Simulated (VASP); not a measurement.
Input of a VASP 6.6.1 run:

File INCAR:

```
ALGO = Normal
EDIFF = 1E-6
ENCUT = 520
GGA = PE
ISIF = 2
ISMEAR = 0
ISPIN = 2
LASPH = True
LCHARG = True
LDAU = True
LDAUJ = 0 0
LDAUL = 2 -1
LDAUPRINT = 1
LDAUTYPE = 2
LDAUU = 3.9 0
LELF = True
LMAXMIX = 4
LORBIT = 11
LREAL = False
LVHAR = True
LWAVE = False
MAGMOM = 4.86 -0.1 -0.1 -0.1
NBANDS = 29
NELM = 150
PREC = Accurate
SIGMA = 0.05
```

Contents of KPOINTS:

```
k-points
0
Gamma
  4 4 4
```

File POSCAR:

```
MnBr3
1.0
    5.2686438178      0.0000000000      0.0000000000
    0.0000000000      5.2686438178      0.0000000000
    0.0000000000      0.0000000000      5.2686438178
Mn Br
1 3
Direct
    0.0000000000      0.0000000000      0.0000000000
    0.5000000000      0.0000000000      0.0000000000
    0.0000000000      0.0000000000      0.5000000000
    0.0000000000      0.5000000000      0.0000000000
```

Potentials or basis: VASP PAW PBE potentials, release 64 (Mn_pv, Br).

Run with:

```console
$ cat potpaw_PBE.64/Mn_pv/POTCAR potpaw_PBE.64/Br/POTCAR > POTCAR
$ mpirun -np 1 vasp_std > vasp.out
```

(1) Estimate the net moment.

(2) Predict the pressure.

(3) Predict the site moments.

Results:

(1) 4.38 μB per cell.

(2) -0.3 GPa.

(3) Mn +4.46; Br -0.08 μB.
